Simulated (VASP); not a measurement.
# BP: G0W0 quasiparticle levels with PBE

The system is BP.

```xyz
2
Lattice="0.0000 2.2683 2.2683 2.2683 0.0000 2.2683 2.2683 2.2683 0.0000" Properties=species:S:1:pos:R:3 pbc="T T T"
B     0.0000    0.0000    0.0000
P     1.1342    1.1342    1.1342
```

```json
{
 "Program": "VASP 6.6.1",
 "Task": "G0W0 quasiparticle levels",
 "Functional": "PBE",
 "Potentials or basis": "VASP PAW PBE potentials, release 64 (B_GW, P_GW)",
 "Cutoff": "500 eV",
 "k mesh": "6 × 6 × 6",
 "Occupations": "gaussian, width 0.01 eV",
 "Spin": "no spin polarisation",
 "Dipole correction": "no",
 "GW scheme": "G0W0",
 "GW iterations": "1",
 "Cutoff of the response function": "80",
 "Frequency points": "48",
 "Empty bands": "37",
 "Further INCAR settings": "ALGO = EVGW0; EDIFF = 1e-08; NBANDS = 41"
}
```

```
Band gap on the k mesh, mean-field level : 1.33 eV, indirect (least direct gap 3.40 eV)
Quasiparticle gap                        : 1.82 eV
Least direct quasiparticle gap           : 4.20 eV
```

Levels at points of the mesh, in eV from the valence-band top:
| k point | band 1 | band 2 | band 3 | band 4 | band 5 | band 6 | band 7 | band 8 |
| --- | --- | --- | --- | --- | --- | --- | --- | --- |
| (0.00, 0.00, 0.00) | -15.47 | 0.00 | 0.00 | 0.00 | 3.40 | 3.40 | 3.40 | 7.39 |
| (0.50, 0.00, 0.00) | -12.14 | -9.04 | -1.76 | -1.76 | 3.78 | 4.71 | 4.71 | 10.14 |
| (0.50, 0.50, 0.00) | -10.61 | -8.59 | -4.12 | -4.12 | 1.33 | 1.66 | 12.09 | 12.09 |

Run time: 2.7 min on 1 thread of Intel Xeon 8259CL, with other jobs on the host, peak memory 0.28 GiB.

Caveat: bands, screening cutoff and mesh are small and nothing is extrapolated, so the quasiparticle values aren't converged. A k mesh can miss the band edges.
